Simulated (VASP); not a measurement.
Set up this calculation in VASP 6.6.1, as the native input.

| Quantity | Value |
| --- | --- |
| Task | relaxation of cell and atoms |
| Functional | PBEsol |
| Potentials or basis | VASP PAW PBE potentials, release 64 (Zn) |
| Cutoff | 600 eV |
| k mesh | 20 × 20 × 10 |
| Occupations | fermi-dirac, width 0.1 eV |
| Spin | no spin polarisation |
| Target pressure | 1 GPa |
| Dipole correction | no |
| Further INCAR settings | ALGO = Normal; EDIFF = 1e-06; IBRION = 2; EDIFFG = -0.002; NSW = 100; ISIF = 3 |

The structure of Zn lies in POSCAR:

```
Zn
1.0
    2.6354261662      0.0000000000      0.0000000000
   -1.3177130831      2.2823460098      0.0000000000
    0.0000000000      0.0000000000      4.6649985756
Zn
2
Direct
    0.3333333333      0.6666666667      0.2500000000
    0.6666666667      0.3333333333      0.7500000000
```

The input as run:

INCAR

```
  PREC = Accurate
  ENCUT = 600
  EDIFF = 1E-6
  ISMEAR = -1
  SIGMA = 0.1
  LREAL = False
  LASPH = True
  NELM = 100
  ALGO = Normal
  ISIF = 3
  LWAVE = False
  LCHARG = False
  GGA = PS
  IBRION = 2
  NSW = 100
  EDIFFG = -0.002
  PSTRESS = 10.0
```

KPOINTS

```
Automatic mesh
0
Gamma
  20 20 10
```

Potentials or basis: VASP PAW PBE potentials, release 64 (Zn).

Launch:

```bash
$ cat potpaw_PBE.64/Zn/POTCAR > POTCAR
$ mpirun -np 1 vasp_std > vasp.out
```

Results of the run:

```yaml
Relaxed_volume: 13.94 Å³/atom
Relaxed_cell: a = 2.634 Å, b = 2.634 Å, c = 4.639 Å, α = 90.00°, β = 90.00°, γ = 120.00°
Space_group_after_relaxing_to_0.05_Å: P6_3/mmc (No. 194)
Energy_change_on_relaxing_the_enthalpy_is_what_falls: +0.4 meV/atom
Ionic_steps: 17
Pressure_after_relaxing: 1.0 GPa
Band_gap_on_the_k_mesh: zero (band 12 reaches 5.30 eV, above the bottom of band 13 at 1.28 eV)
```

Caveat: the cell is relaxed towards a set pressure, so the enthalpy falls and the energy may rise; the PAW data sets were made with another functional, which shifts forces and pressure a little.

It took 12 min on 1 thread of Oxide Virtual Turin-like Processor, on a shared host, peak memory 0.22 GiB.
